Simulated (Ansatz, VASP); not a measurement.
## Two plane-wave programs on PbO

INCAR

```
SYSTEM = PbO
PREC = Accurate ; ENCUT = 600
EDIFF = 1E-6 ; ISMEAR = 1
SIGMA = 0.001 ; LREAL = .FALSE.
LASPH = .TRUE. ; NELM = 120
ALGO = Normal ; ISIF = 2
LWAVE = .FALSE. ; LCHARG = .TRUE.
GGA = PS ; LELF = .TRUE.
LVHAR = .TRUE. ; NBANDS = 17
GGA_COMPAT = .FALSE.
```

KPOINTS

```
Automatic mesh
0
G
  6 6 6
  0 0 0
```

POSCAR

```
PbO
1.0
    3.1793716482      0.0000000000      0.0000000000
    0.0000000000      3.1793716482      0.0000000000
    0.0000000000      0.0000000000      3.1793716482
Pb O
1 1
Direct
    0.0000000000      0.0000000000      0.0000000000
    0.5000000000      0.5000000000      0.5000000000
```

Input for Ansatz:

```yaml
crystal:
  lattice:
    - [3.1793716482, 0.0, 0.0]
    - [0.0, 3.1793716482, 0.0]
    - [0.0, 0.0, 3.1793716482]
  atoms:
    - { symbol: Pb, position: [0.0, 0.0, 0.0] }
    - { symbol: O, position: [0.5, 0.5, 0.5] }
kpoints:
  mp_grid: { grid: [6, 6, 6] }
hamiltonian:
  xc: pbesol
scf:
  occupations: { method: cold, width: 0.001 }
  n_extra_bands: 4
output:
  forces: true
  stress: true
  eigenvalues: true
```

Alike in both runs: task single point; functional PBEsol; k mesh 6 × 6 × 6; no spin polarisation.

```csv
,VASP,Ansatz
version,VASP 6.6.1,Ansatz 0.2.0
potentials or method,"VASP PAW PBE potentials, release 64 (Pb_d, O)",plane waves
plane-wave cutoff (eV),600,420
occupations,"methfessel-paxton of order 1, width 0.001 eV","cold, width 0.001 eV"
valence electrons in the cell,20,20
```

Ansatz gave:

| Quantity | Value |
| --- | --- |
| gap on the k mesh at the Fermi level (eV) | 0.65 |
| pressure (GPa) | -2.1 |

Task: What did VASP give for the same quantities?

Result: gap on the k mesh at the Fermi level (eV): 0.65; pressure (GPa): -2.2.

VASP's potentials were made for PBE, not for PBEsol.

Neither program's run includes spin-orbit coupling.
